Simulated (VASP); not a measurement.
Input of a VASP 6.6.1 run:

Contents of POSCAR:

```
Ta
1.0
   -1.6533592789      1.6533592789      1.6533592789
    1.6533592789     -1.6533592789      1.6533592789
    1.6533592789      1.6533592789     -1.6533592789
Ta
1
Direct
    0.0000000000      0.0000000000      0.0000000000
```

Contents of INCAR.step1:

```
ALGO = Normal
EDIFF = 1E-4
ENCUT = 520
GGA = PE
ISMEAR = -1
LASPH = True
LCHARG = False
LREAL = False
LWAVE = True
NBANDS = 12
NELM = 60
PREC = Accurate
SIGMA = 0.6
```

The input INCAR.step2:

```
ALGO = Normal
EDIFF = 1E-6
ENCUT = 520
ISIF = 2
ISMEAR = -1
ISTART = 1
LASPH = True
LCHARG = False
LMIXTAU = True
LREAL = False
LWAVE = False
METAGGA = R2SCAN
NBANDS = 12
NELM = 60
PREC = Accurate
SIGMA = 0.6
```

Contents of KPOINTS:

```
k-points
0
Gamma
  13 13 13
```

Potentials or basis: VASP PAW PBE potentials, release 64 (Ta_pv).

Command:

```bash
$ cat potpaw_PBE.64/Ta_pv/POTCAR > POTCAR
$ cp INCAR.step1 INCAR
$ mpirun -np 1 vasp_std > vasp.out
$ cp INCAR.step2 INCAR
$ mpirun -np 1 vasp_std > vasp.out
```

What does it give for the band gap on the k mesh?

Zero (an odd number of electrons rules out a gap without spin polarisation).

Predict the pressure.

5.3 GPa.

Caveat: the cell stands under pressure; so wide a smearing shifts energies and pressures; the PAW data sets were made with another functional, which shifts forces and pressure a little; spin-orbit coupling is left out, which moves the levels of the heavy elements.
